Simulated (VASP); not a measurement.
K3HF4:

```xyz
8
Lattice="3.6755 0.0000 0.0000 0.0000 3.6787 0.0000 0.0000 0.0000 10.1488" Properties=species:S:1:pos:R:3 pbc="T T T"
K     0.0000    0.0000    7.1245
K     0.0000    0.0000    3.0243
K     1.8378    0.0000    0.0000
H     1.8378    1.8393    5.0744
F     0.0000    1.8393    1.0962
F     1.8378    1.8393    2.2712
F     0.0000    1.8393    9.0526
F     1.8378    1.8393    7.8776
```

| Property | Result |
| --- | --- |
| Program | VASP 6.6.1 |
| Task | relaxation of cell and atoms |
| Functional | PBE |
| Potentials or basis | VASP PAW PBE potentials, release 64 (K_sv, H, F) |
| Cutoff | 600 eV |
| k mesh | 3 × 3 × 2 |
| Occupations | gaussian, width 0.15 eV |
| Spin | no spin polarisation |

At the start: pressure 3.5 GPa; volume 17.15 Å³/atom.

Task: How do energy, volume and symmetry change on relaxing?

Result: Over 31 steps the energy falls by 1018.7 meV/atom and the volume is 17.71 Å³/atom (+3.2 %); space group Pmmm (No. 47, to 0.05 Å).

Step by step:
| step | energy change (eV) | largest force (eV/Å) | pressure (GPa) | volume (Å³) |
| --- | --- | --- | --- | --- |
| 1 | 0.0000 | 1.3443 | 3.46 | 137.22 |
| 2 | -0.5130 | 1.1134 | 1.08 | 144.60 |
| 3 | -0.8553 | 0.9205 | -1.04 | 155.15 |
| 4 | -0.8948 | 0.8742 | -1.70 | 159.27 |
| 5 | -1.1049 | 0.8695 | -1.06 | 155.14 |
| 6 | -1.4604 | 0.9566 | 1.88 | 143.08 |
| 7 | -1.6430 | 0.9539 | 1.78 | 143.58 |
| 8 | -2.2783 | 1.3910 | 1.27 | 145.03 |
| 9 | -4.2371 | 2.8757 | -0.78 | 147.87 |
| 10 | -1.9446 | 16.9968 | 16.00 | 153.19 |
| 11 | -5.1413 | 3.0423 | -0.92 | 148.58 |
| 12 | -6.4847 | 3.0931 | 1.78 | 150.93 |
| 13 | -6.5412 | 3.1719 | 2.23 | 151.41 |
| 14 | -6.5492 | 3.2105 | 2.51 | 151.65 |
| 15 | -6.6351 | 3.0692 | 2.23 | 151.99 |
| 16 | -6.8640 | 2.6744 | 1.43 | 152.99 |
| 17 | -7.2070 | 2.0000 | 0.14 | 155.00 |
| 18 | -7.5339 | 1.0174 | -1.55 | 158.97 |
| 19 | -7.5604 | 0.7874 | -1.87 | 160.21 |
| 20 | -7.5627 | 0.7137 | -1.97 | 160.66 |
| 21 | -7.6125 | 0.6933 | -1.83 | 159.08 |
| 22 | -7.7474 | 0.6254 | -1.36 | 154.39 |
| 23 | -7.9450 | 0.5417 | -0.18 | 145.29 |
| 24 | -7.9599 | 0.8679 | 3.74 | 128.15 |
| 25 | -8.0234 | 0.7133 | 1.55 | 136.26 |
| 26 | -8.0761 | 0.5690 | 0.53 | 136.26 |
| 27 | -8.0772 | 0.4198 | 0.64 | 136.26 |
| 28 | -8.1074 | 0.3330 | 0.48 | 137.45 |
| 29 | -8.1471 | 0.0995 | 0.13 | 140.83 |
| 30 | -8.1478 | 0.1045 | 0.09 | 141.31 |
| 31 | -8.1497 | 0.0554 | 0.07 | 141.65 |

Final structure:
```cif
data_structure
_symmetry_space_group_name_H-M 'P 1'
_symmetry_Int_Tables_number 1
_cell_length_a 3.5601
_cell_length_b 3.4487
_cell_length_c 11.5370
_cell_angle_alpha 90.000
_cell_angle_beta 90.000
_cell_angle_gamma 90.000
_cell_volume 141.65
loop_
_atom_site_label
_atom_site_type_symbol
_atom_site_fract_x
_atom_site_fract_y
_atom_site_fract_z
_atom_site_occupancy
K1 K 0.00000 0.00000 0.70741 1
K2 K 0.00000 0.00000 0.29259 1
K3 K 0.50000 0.00000 0.00000 1
H1 H 0.50000 0.50000 0.50000 1
F1 F 0.00000 0.50000 0.13315 1
F2 F 0.50000 0.50000 0.40038 1
F3 F 0.00000 0.50000 0.86685 1
F4 F 0.50000 0.50000 0.59962 1
```

Caveat: the k points lie up to 0.61 Å⁻¹ apart in the final cell; the relaxation stopped at a loose force limit of 0.08 eV/Å, so its end isn't a converged minimum.
